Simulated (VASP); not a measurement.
A run of VASP 6.6.1 is set up as follows.

INCAR

```
SYSTEM = Ti4H
ALGO = Normal
DIPOL = 0.5 0.5 0.354
EDIFF = 1E-6
ENCUT = 520
GGA = PE
IDIPOL = 3
ISIF = 2
ISMEAR = 0
LASPH = .True.
LCHARG = .False.
LDIPOL = .True.
LREAL = .False.
LWAVE = .False.
NBANDS = 32
NELM = 80
PREC = Accurate
SIGMA = 0.1
```

File KPOINTS:

```
k-points
0
Gamma
  8 8 1
  0 0 0
```

POSCAR

```
Ti4H
1.0
    3.2553359259      0.0000000000      0.0000000000
    0.0000000000      3.2553359259      0.0000000000
    0.0000000000      0.0000000000     20.1793674375
Ti H
4 1
Direct
    0.5000000000      0.5000000000      0.1982222690
    0.0000000000      0.0000000000      0.2788822782
    0.5000000000      0.5000000000      0.3551865247
    0.0000000000      0.0000000000      0.4301109767
    0.0000000000      0.2500000000      0.5065905263
```

Potentials or basis: VASP PAW PBE potentials, release 64 (Ti_sv, H).

Run with:

```console
$ cat potpaw_PBE.64/Ti_sv/POTCAR potpaw_PBE.64/H/POTCAR > POTCAR
$ mpirun -np 1 vasp_std > vasp.out
```

**Question.** Predict the largest force.

**Answer.** 0.818 eV/Å.

Forces in eV/Å, atoms in the order of the input:
```
Ti   0.000 -0.025  0.618
Ti   0.000  0.093 -0.650
Ti   0.000 -0.334 -0.732
Ti   0.000 -0.330  0.748
H    0.000  0.597  0.015
```
